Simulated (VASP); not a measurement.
Write the native input for VASP 6.6.1 that does the following.

| Item | Value |
| --- | --- |
| Task | single point |
| Functional | r2SCAN |
| Potentials or basis | VASP PAW PBE potentials, release 64 (Ta_pv) |
| Cutoff | 520 eV |
| k mesh | 9 × 9 × 9 |
| Occupations | fermi-dirac, width 0.1 eV |
| Spin | no spin polarisation |
| Dipole correction | no |
| Further INCAR settings | ALGO = Normal; EDIFF = 1e-07; NBANDS = 12 |

Ta:

```
Ta
1.0
     0.00000    2.10301    2.10301
     2.10301    0.00000    2.10301
     2.10301    2.10301    0.00000
Ta
1
Direct
  0.00000 0.00000 0.00000
```

The input as run:

POSCAR

```
Ta
1.0
    0.0000000000      2.1030050449      2.1030050449
    2.1030050449      0.0000000000      2.1030050449
    2.1030050449      2.1030050449      0.0000000000
Ta
1
Direct
    0.0000000000      0.0000000000      0.0000000000
```

INCAR.step1

```
SYSTEM = Ta
PREC = Accurate ; ENCUT = 520
ISMEAR = -1 ; SIGMA = 0.1
LREAL = .FALSE. ; LASPH = .TRUE.
NELM = 80 ; NBANDS = 12
GGA = PE ; ALGO = Normal
EDIFF = 1E-4 ; LWAVE = .TRUE.
LCHARG = .FALSE.
```

INCAR.step2

```
SYSTEM = Ta
PREC = Accurate ; ENCUT = 520
EDIFF = 1E-7 ; ISMEAR = -1
SIGMA = 0.1 ; LREAL = .FALSE.
LASPH = .TRUE. ; NELM = 80
ALGO = Normal ; ISIF = 2
LWAVE = .FALSE. ; LCHARG = .TRUE.
METAGGA = R2SCAN ; LMIXTAU = .TRUE.
LELF = .TRUE. ; LVHAR = .TRUE.
NBANDS = 12 ; ISTART = 1
```

KPOINTS

```
regular mesh
0
G
  9 9 9
  0 0 0
```

Potentials or basis: VASP PAW PBE potentials, release 64 (Ta_pv).

Command:

```console
$ cat potpaw_PBE.64/Ta_pv/POTCAR > POTCAR
$ cp INCAR.step1 INCAR
$ mpirun -np 1 vasp_std > vasp.out
$ cp INCAR.step2 INCAR
$ mpirun -np 1 vasp_std > vasp.out
```

It gave:

The pressure is 0.4 GPa.

Caveat: the PAW data sets were made with another functional, which shifts forces and pressure a little.

Wall time 14 s on 1 thread of Intel(R) Xeon(R) 6975P-C (Granite Rapids) (shared host), peak memory 0.15 GiB.
